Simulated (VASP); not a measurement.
# Ga (P6_3/mmc) in VASP: notebook

The runs below take Ga through single point, with RPBE.

Program: VASP 6.6.1. These are calculated values, not measurements. Logs are shortened: lines on timing, memory, paths and dates and some standing lists are left out, and cuts for length are marked.

### Step 1. The cell of the first run

It takes space group P6_3/mmc (No. 194, hexagonal). Conventional cell: a = 3.074 Å, b = 3.074 Å, c = 4.848 Å, α = 90.00°, β = 90.00°, γ = 120.00°. Ga (site symmetry -6m2) has 12 Ga at 3.00 to 3.07 Å within 4.0 Å.

This isn't the form of Ga at room conditions, which is orthorhombic.

### Step 2. Single point, RPBE

File INCAR:

```
PREC = Accurate
ENCUT = 520
EDIFF = 1E-7
ISMEAR = -1
SIGMA = 0.1
LREAL = F
LASPH = T
NELM = 80
ALGO = Normal
ISIF = 2
LWAVE = F
LCHARG = T
GGA = RP
LELF = T
LVHAR = T
NBANDS = 20
```

File KPOINTS:

```
Automatic mesh
0
Gamma
  12 12 7
```

File POSCAR:

```
Ga
1.0
    3.0736222921      0.0000000000      0.0000000000
   -1.5368111461      2.6618349866      0.0000000000
    0.0000000000      0.0000000000      4.8479651296
Ga
2
Direct
    0.3333333333      0.6666666667      0.2500000000
    0.6666666667      0.3333333333      0.7500000000
```

Potentials or basis: VASP PAW PBE potentials, release 64 (Ga_d).

Started as:

```sh
cat potpaw_PBE.64/Ga_d/POTCAR > POTCAR
mpirun -np 1 vasp_std > vasp.out
```

OUTCAR:

```text
PREC = Accurate
   ENCUT = 520
   EDIFF = 1E-7
   ISMEAR = -1
   LREAL = F
   LASPH = T
   NELM = 80
   ISIF = 2
   GGA = RP

 ion  position               nearest neighbor table
   1  0.333  0.667  0.250-
   2  0.667  0.333  0.750-

  LATTYP: Found a hexagonal cell.
 ALAT       =     3.0736222921
 C/A-ratio  =     1.5772807030

  Lattice vectors:

 A1 = (   3.0736222921,   0.0000000000,   0.0000000000)
 A2 = (  -1.5368111461,   2.6618349866,   0.0000000000)
 A3 = (   0.0000000000,   0.0000000000,   4.8479651296)

Analysis of symmetry for initial positions (statically):
=====================================================================
 Subroutine PRICEL returns:
 Original cell was already a primitive cell.

 Routine SETGRP: Setting up the symmetry group for a
 hexagonal supercell.

 Subroutine GETGRP returns: Found 24 space group operations
 (whereof 12 operations were pure point group operations)
 out of a pool of 24 trial point group operations.

The static configuration has the point symmetry D_3d.
 The point group associated with its full space group is D_6h.

Analysis of symmetry for dynamics (positions and initial velocities):
=====================================================================
 Subroutine PRICEL returns:
 Original cell was already a primitive cell.

 Routine SETGRP: Setting up the symmetry group for a
 hexagonal supercell.

 Subroutine GETGRP returns: Found 24 space group operations
 (whereof 12 operations were pure point group operations)
 out of a pool of 24 trial point group operations.

The dynamic configuration has the point symmetry D_3d.
 The point group associated with its full space group is D_6h.

 Subroutine INISYM returns: Found 24 space group operations
 (whereof 12 operations are pure point group operations),
 and found     1 'primitive' translations

----------------------------------------------------------------------------------------

                                     Primitive cell

  volume of cell :      39.6635

  direct lattice vectors                    reciprocal lattice vectors
     3.073622292  0.000000000  0.000000000     0.325349020  0.187840344  0.000000000
    -1.536811146  2.661834987  0.000000000     0.000000000  0.375680688  0.000000000
     0.000000000  0.000000000  4.847965130     0.000000000  0.000000000  0.206272111

  length of vectors
     3.073622292  3.073622292  4.847965130     0.375680688  0.375680688  0.206272111

  position of ions in fractional coordinates (direct lattice)
     0.333333333  0.666666667  0.250000000
     0.666666667  0.333333333  0.750000000

  ion indices of the primitive-cell ions
   primitive index   ion index
                 1           1
                 2           2

----------------------------------------------------------------------------------------

 KPOINTS: Automatic mesh

Automatic generation of k-mesh.
 Grid dimensions read from file:
 generate k-points for:   12   12    7

 Generating k-lattice:

  Cartesian coordinates                     Fractional coordinates (reciprocal lattice)
     0.027112418  0.015653362  0.000000000     0.083333333  0.000000000  0.000000000
     0.000000000  0.031306724  0.000000000     0.000000000  0.083333333  0.000000000
     0.000000000  0.000000000  0.029467444     0.000000000  0.000000000  0.142857143

  Length of vectors
     0.031306724  0.031306724  0.029467444

  Shift w.r.t. Gamma in fractional coordinates (k-lattice)
     0.000000000  0.000000000  0.000000000

 Subroutine IBZKPT returns following result:
 ===========================================

 Found     76 irreducible k-points:

 Following reciprocal coordinates:
            Coordinates               Weight
  0.000000  0.000000  0.000000      1.000000
  0.083333 -0.000000  0.000000      6.000000
  0.166667  0.000000  0.000000      6.000000
  0.250000  0.000000  0.000000      6.000000
  0.333333  0.000000  0.000000      6.000000
  0.416667  0.000000  0.000000      6.000000
[... 16 lines left out ...]
  0.250000  0.000000  0.142857     12.000000
  0.333333  0.000000  0.142857     12.000000
 [... further k-points ...]
   k-points           NKPTS =     76   k-points in BZ     NKDIM =     76   number of bands    NBANDS=     20
   number of dos      NEDOS =    301   number of ions     NIONS =      2
   total plane-waves  NPLWV =  20736
   dimension x,y,z NGX =    24 NGY =   24 NGZ =   36
   dimension x,y,z NGXF=    48 NGYF=   48 NGZF=   72
   ions per type =               2
   NGX,Y,Z   is equivalent  to a cutoff of  12.98, 12.98, 12.35 a.u.
   NGXF,Y,Z  is equivalent  to a cutoff of  25.96, 25.96, 24.69 a.u.
 SYSTEM =  unknown system
   PREC   = accura    normal or accurate (medium, high low for compatibility)
   ISTART =      0    job   : 0-new  1-cont  2-samecut
   ICHARG =      2    charge: 1-file 2-atom 10-const
   ISPIN  =      1    spin polarized calculation?
   LNONCOLLINEAR =      F non collinear calculations
   LSORBIT =      F    spin-orbit coupling
   LASPH  =      T    aspherical Exc in radial PAW
   ENCUT  =  520.0 eV  38.22 Ry    6.18 a.u.   5.71  5.71  9.01*2*pi/ulx,y,z
   NELM   =     80;   NELMIN=  2; NELMDL= -5     # of ELM steps
   EDIFF  = 0.1E-06   stopping-criterion for ELM
   LREAL  =      F    real-space projection
   EDIFFG = 0.1E-05   stopping-criterion for IOM
   NSW    =      0    number of steps for IOM
   IBRION =     -1    ionic relax: 0-MD 1-quasi-New 2-CG
   NFREE  =      0    steps in history (QN), initial steepest desc. (CG)
   ISIF   =      2    stress and relaxation
   ISYM   =      2    0-nonsym 1-usesym 2-fastsym
   POTIM  = 0.5000    time-step for ionic-motion
   TEBEG  =    0.0;   TEEND  =   0.0 temperature during run
   PSTRESS=    0.0 pullay stress
   NELECT =      26.0000    total number of electrons
   NUPDOWN=      -1.0000    fix difference up-down
   EMIN   =  10.00;   EMAX   =-10.00  energy-range for DOS
   EFERMI =   0.00;   METHOD = LEGACY
   ISMEAR =    -1;   SIGMA  =   0.10  broadening in eV -4-tet -1-fermi 0-gaus
   EFERMI_NEDOS =   21; number of points for ismear=-14 and -15
   IALGO  =     38    algorithm
   IMIX   =      4    mixing-type and parameters
     AMIX     =   0.40;   BMIX     =  1.00
     AMIX_MAG =   1.60;   BMIX_MAG =  1.00
  volume/ion in A,a.u.               =      19.83       133.83
  Fermi-wavevector in a.u.,A,eV,Ry     =   1.422118  2.687413 27.516682  2.022419
  Thomas-Fermi vector in A             =   2.542856
   LORBIT       =      0    0 simple, 1 ext, 2 COOP (PROOUT), +10 PAW based schemes
   GGA     = RP    functional components
   LHFCALC =     F    Hartree Fock is set to
   AEXX    =    0.0000 exact exchange contribution
   IVDW    =     0    specifies the selected vdW correction
   LEPSILON=     F    determine dielectric tensor
   LRPA    =     F    only Hartree local field effects (RPA)
 non-spin polarized calculation
  energy-cutoff  :      520.00
  volume of cell :       39.66
 maximum number of plane-waves:      1087
 NGX is ok and might be reduce to    24
   NGX = 11   NGY = 11   NGZ = 19

 number of electron      26.0000010 magnetization

 Free energy of the ion-electron system (eV)
  ---------------------------------------------------
  ext. energy  EPLUGINS =         0.00000000
  ---------------------------------------------------
  free energy    TOTEN  =        -5.07693266 eV

  energy without entropy =       -5.05264943  energy(sigma->0) =       -5.06479104

 E-fermi :   5.2487     XC(G=0): -10.6443

 val. band max:        5.2396971929   @ k =   0.5000   0.0000   0.1429
 cond. band min:       5.3171348779   @ k =   0.2500   0.2500   0.2857
 fundamental gap:      0.0774376850
 Fermi energy:         5.2486969426

 k-point     1 :       0.0000    0.0000    0.0000
  band No.  band energies     occupation
      1      -9.7096      2.00000
      2      -9.6354      2.00000
      3      -9.6354      2.00000
      4      -9.6334      2.00000
      5      -9.6140      2.00000
      6      -9.6140      2.00000
[... 12 lines left out ...]
     19      18.0869      0.00000
     20      18.7324      0.00000

 k-point     2 :       0.0833   -0.0000    0.0000
  band No.  band energies     occupation
      1      -9.7038      2.00000
      2      -9.6506      2.00000
      3      -9.6243      2.00000
      4      -9.6164      2.00000
      5      -9.6123      2.00000
      6      -9.6038      2.00000
[... 12 lines left out ...]
     19      18.2933      0.00000
     20      19.2200      0.00000

 k-point     3 :       0.1667    0.0000    0.0000
  band No.  band energies     occupation
      1      -9.7045      2.00000
      2      -9.6539      2.00000
      3      -9.6195      2.00000
      4      -9.6149      2.00000
      5      -9.6132      2.00000
      6      -9.5940      2.00000
[... 12 lines left out ...]
     19      16.6210      0.00000
     20      19.7146      0.00000

 k-point     4 :       0.2500    0.0000    0.0000
  band No.  band energies     occupation
      1      -9.7270      2.00000
      2      -9.6492      2.00000
      3      -9.6489      2.00000
      4      -9.6300      2.00000
      5      -9.6045      2.00000
      6      -9.5526      2.00000
[... 12 lines left out ...]
     19      15.9845      0.00000
     20      18.8619      0.00000

 k-point     5 :       0.3333    0.0000    0.0000
  band No.  band energies     occupation
      1      -9.7530      2.00000
      2      -9.6829      2.00000
      3      -9.6572      2.00000
      4      -9.6455      2.00000
      5      -9.5821      2.00000
      6      -9.5461      2.00000
[... 12 lines left out ...]
     19      15.3309      0.00000
     20      18.2193      0.00000
[... 353 lines left out ...]
      6      -9.6087      2.00000
[... 12 lines left out ...]
     19      17.9550      0.00000
     20      19.2474      0.00000

 k-point    22 :       0.1667    0.0000    0.1429
  band No.  band energies     occupation
      1      -9.7020      2.00000
      2      -9.6523      2.00000
      3      -9.6340      2.00000
      4      -9.6216      2.00000
      5      -9.6172      2.00000
      6      -9.5805      2.00000
[... 12 lines left out ...]
     19      16.6705      0.00000
     20      19.2859      0.00000

 k-point    23 :       0.2500    0.0000    0.1429
  band No.  band energies     occupation
      1      -9.7239      2.00000
      2      -9.6632      2.00000
      3      -9.6453      2.00000
      4      -9.6258      2.00000
      5      -9.6021      2.00000
      6      -9.5550      2.00000
[... 12 lines left out ...]
     19      15.4106      0.00000
     20      18.0786      0.00000

 k-point    24 :       0.3333    0.0000    0.1429
  band No.  band energies     occupation
      1      -9.7482      2.00000
      2      -9.6945      2.00000
      3      -9.6543      2.00000
      4      -9.6376      2.00000
      5      -9.5830      2.00000
      6      -9.5611      2.00000
[... 12 lines left out ...]
     19      14.7354      0.00000
     20      17.3971      0.00000

 [... further k-points ...]

------------------------ aborting loop because EDIFF is reached ----------------------------------------

  FORCE on cell =-STRESS in cart. coord.  units (eV):
  Direction    XX          YY          ZZ          XY          YZ          ZX
  --------------------------------------------------------------------------------------
  -------------------------------------------------------------------------------------
  Total        0.0206709      0.0206709      0.0281284     -0.0000000     -0.0000000      0.0000000
  in kB        0.8349864      0.8349864      1.1362267     -0.0000000     -0.0000000      0.0000000
  external PRESSURE =       0.9353998 kB  Pullay stress =       0.0000000 kB

 VOLUME and BASIS-vectors are now :
 -----------------------------------------------------------------------------
  energy-cutoff  :      520.00
  volume of cell :       39.66
      direct lattice vectors                 reciprocal lattice vectors
     3.073622292  0.000000000  0.000000000     0.325349020  0.187840344  0.000000000
    -1.536811146  2.661834987  0.000000000     0.000000000  0.375680688  0.000000000
     0.000000000  0.000000000  4.847965130     0.000000000  0.000000000  0.206272111

 POSITION                                       TOTAL-FORCE (eV/Angst)
 -----------------------------------------------------------------------------------
     -0.00000      1.77456      1.21199        -0.000000      0.000000      0.000000
      1.53681      0.88728      3.63597         0.000000     -0.000000      0.000000
 -----------------------------------------------------------------------------------
    total drift:                               -0.000000      0.000000     -0.000000

  FREE ENERGIE OF THE ION-ELECTRON SYSTEM (eV)
  ---------------------------------------------------
  free  energy   TOTEN  =        -5.0769326572 eV

  energy  without entropy=       -5.0526494287  energy(sigma->0) =       -5.06479104
```

Wall time 58 s (1 thread of Intel Xeon 8259CL, shared host); peak memory 0.18 GiB.

Results:

```
Free energy            : -5.0769 eV
Pressure               : 0.1 GPa
Band gap on the k mesh : zero (bands 13 and 14 overlap by 5.91 eV)
```

Levels at points of the mesh, in eV from the Fermi level:
```csv
k point,band 11,band 12,band 13,band 14,band 15,band 16
"(0.00, 0.00, 0.00)",-10.68,-4.47,-3.61,8.82,8.82,10.81
"(0.50, 0.00, 0.00)",-5.66,-4.77,0.50,0.90,1.06,3.14
```

Caveat: the PAW data sets were made with another functional, which shifts forces and pressure a little.

### Step 3. Single point, RPBE (17.45 Å³/atom)

This run uses another cell than the first one, of 17.45 Å³/atom.

File INCAR:

```
PREC = Accurate
ENCUT = 520
EDIFF = 1E-6
ISMEAR = -1
SIGMA = 0.1
LREAL = False
LASPH = True
NELM = 80
ALGO = Normal
ISIF = 2
LWAVE = False
LCHARG = True
GGA = RP
LELF = True
LVHAR = True
NBANDS = 20
```

File KPOINTS:

```
regular mesh
0
Gamma
  13 13 8
```

File POSCAR:

```
Ga
1.0
    2.9454029767      0.0000000000      0.0000000000
   -1.4727014884      2.5507938022      0.0000000000
    0.0000000000      0.0000000000      4.6457272777
Ga
2
Direct
    0.3333333333      0.6666666667      0.2500000000
    0.6666666667      0.3333333333      0.7500000000
```

Potentials or basis: VASP PAW PBE potentials, release 64 (Ga_d).

Started as:

```sh
cat potpaw_PBE.64/Ga_d/POTCAR > POTCAR
mpirun -np 1 vasp_std > vasp.out
```

It took 75 s on 1 thread of Intel Xeon 8259CL, shared host; peak memory 0.19 GiB.

It converged, with:

```yaml
Free_energy: -4.9689 eV
Pressure: 7.6 GPa
Band_gap_on_the_k_mesh: zero (bands 13 and 14 overlap by 8.38 eV)
```

Stress tensor (GPa, compression positive):
```
7.49 0.00 0.00
0.00 7.49 0.00
0.00 0.00 7.69
```

Levels at points of the mesh, in eV from the Fermi level:
| k point | band 9 | band 10 | band 11 | band 12 | band 13 | band 14 | band 15 | band 16 | band 17 | band 18 |
| --- | --- | --- | --- | --- | --- | --- | --- | --- | --- | --- |
| (0.00, 0.00, 0.00) | -14.79 | -14.79 | -11.70 | -4.57 | -4.25 | 9.78 | 9.78 | 11.91 | 11.91 | 14.03 |
| (0.00, 0.00, 0.50) | -14.85 | -14.85 | -9.90 | -9.90 | 4.49 | 4.49 | 11.17 | 11.17 | 11.17 | 11.17 |

Caveat: the cell stands under pressure; the PAW data sets were made with another functional, which shifts forces and pressure a little.

### Step 4. Single point, RPBE (18.25 Å³/atom)

This run uses another cell than the first one, of 18.25 Å³/atom.

File INCAR:

```
SYSTEM = Ga
PREC = Accurate
ENCUT = 520
EDIFF = 1E-6
ISMEAR = -1
SIGMA = 0.1
LREAL = .False.
LASPH = .True.
NELM = 60
ALGO = Normal
ISIF = 2
LWAVE = .False.
LCHARG = .False.
GGA = RP
NBANDS = 20
```

File KPOINTS:

```
Automatic mesh
0
Gamma
  13 13 8
  0 0 0
```

File POSCAR:

```
Ga
1.0
    2.9893706973      0.0000000000      0.0000000000
   -1.4946853487      2.5888709652      0.0000000000
    0.0000000000      0.0000000000      4.7150767150
Ga
2
Direct
    0.3333333333      0.6666666667      0.2500000000
    0.6666666667      0.3333333333      0.7500000000
```

Started as:

```sh
cat potpaw_PBE.64/Ga_d/POTCAR > POTCAR
mpirun -np 1 vasp_std > vasp.out
```

Wall time 84 s (1 thread of Intel Xeon 8259CL, shared host); peak memory 0.19 GiB.

Results (log left out):

| Property | Result |
| --- | --- |
| Free energy | -5.0279 eV |
| Pressure | 4.5 GPa |
| Band gap on the k mesh | zero (bands 13 and 14 overlap by 8.03 eV) |

Levels at points of the mesh, in eV from the Fermi level:
| k point | band 9 | band 10 | band 11 | band 12 | band 13 | band 14 | band 15 | band 16 | band 17 | band 18 |
| --- | --- | --- | --- | --- | --- | --- | --- | --- | --- | --- |
| (0.00, 0.00, 0.00) | -14.76 | -14.76 | -11.34 | -4.54 | -4.02 | 9.44 | 9.44 | 11.52 | 11.52 | 13.60 |
| (0.00, 0.00, 0.50) | -14.81 | -14.81 | -9.59 | -9.59 | 4.34 | 4.34 | 10.75 | 10.75 | 10.75 | 10.75 |

Caveat: the cell stands under pressure; the PAW data sets were made with another functional, which shifts forces and pressure a little.

[end of part 1 of 2]
